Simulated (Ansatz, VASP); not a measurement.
TaN: VASP beside Ansatz

```
Ta N
1.0
     5.18500    0.00000    0.00000
    -2.59250    4.49034    0.00000
     0.00000    0.00000    2.90800
Ta N
3 3
Direct
  0.00000 0.00000 0.00000
  0.33333 0.66667 0.50000
  0.66667 0.33333 0.50000
  0.50000 0.00000 0.00000
  0.50000 0.50000 0.00000
  0.00000 0.50000 0.00000
```

Alike in both runs: task single point; functional LDA; k mesh 4 × 4 × 7; occupations gaussian, width 0.05 eV; collinear spin; Hubbard terms Ta d U = 4.0 eV.

|  | VASP | Ansatz |
| --- | --- | --- |
| version | VASP 6.6.1 | Ansatz 0.2.0 |
| potentials or method | VASP PAW LDA potentials, release 64 (Ta_pv, N), cutoff 520 eV | scalar-relativistic, plane waves, PAW |
| valence electrons in the cell | 48 | 54 |

|  | VASP | Ansatz | Ansatz less VASP |
| --- | --- | --- | --- |
| gap on the k mesh at the Fermi level (eV) | none | none | - |
| pressure (GPa) | 9.0 | -1.2 | -10.19 |
| traceless stress, the component that is largest in VASP (GPa) | 1.06 | -3.45 | -4.503 |
| net moment per atom (μB) | 0.00 | 0.00 | 0.000 |

LDA's correlation is that of Perdew and Zunger in VASP and of Perdew and Wang (1992) in Ansatz. The programs project onto different local orbitals, so the same U acts differently, and such runs can settle in different states. A gap of «none» marks a metal or a gap that the smearing closes. VASP's potentials hold 48 valence electrons a cell and Ansatz's 54, so a difference there can come from the potentials and not from the codes. Ansatz's warnings: filled band counts differ across k points, seeded moment not kept.

Neither program's run includes spin-orbit coupling.
